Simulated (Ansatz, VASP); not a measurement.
# Two plane-wave programs on Zr3TiN4

```xyz
8
Lattice="3.2039 0.0000 0.0000 0.0000 3.2039 0.0000 0.0000 0.0000 9.0331" Properties=species:S:1:pos:R:3 pbc="T T T"
Zr    0.0000    0.0000    6.6992
Zr    0.0000    0.0000    2.3338
Zr    1.6020    1.6020    0.0000
Ti    1.6020    1.6020    4.5165
N     0.0000    0.0000    4.5165
N     1.6020    1.6020    2.3238
N     0.0000    0.0000    0.0000
N     1.6020    1.6020    6.7093
```

Alike in both runs: task single point; functional PBE; k mesh 6 × 6 × 2; occupations gaussian, width 0.1 eV; collinear spin.

|  | VASP | Ansatz |
| --- | --- | --- |
| version | VASP 6.6.1 | Ansatz 0.2.0 |
| potentials or method | VASP PAW PBE potentials, release 64 (Zr_sv, Ti_sv, N), cutoff 520 eV | scalar-relativistic, plane waves, PAW |
| valence electrons in the cell | 68 | 68 |

|  | VASP | Ansatz | Ansatz less VASP |
| --- | --- | --- | --- |
| gap on the k mesh at the Fermi level (eV) | none | none | - |
| pressure (GPa) | 0.2 | -0.1 | -0.25 |
| traceless stress, the component that is largest in VASP (GPa) | 0.51 | 0.48 | -0.027 |
| rms of the force components (eV/Å) | 0.014 | 0.012 | -0.0016 |
| net moment per atom (μB) | 0.00 | 0.00 | 0.000 |

Atom by atom the forces differ by 0.003 eV/Å (rms over components). A gap of «none» marks a metal or a gap that the smearing closes. Ansatz's warnings: seeded moment not kept.
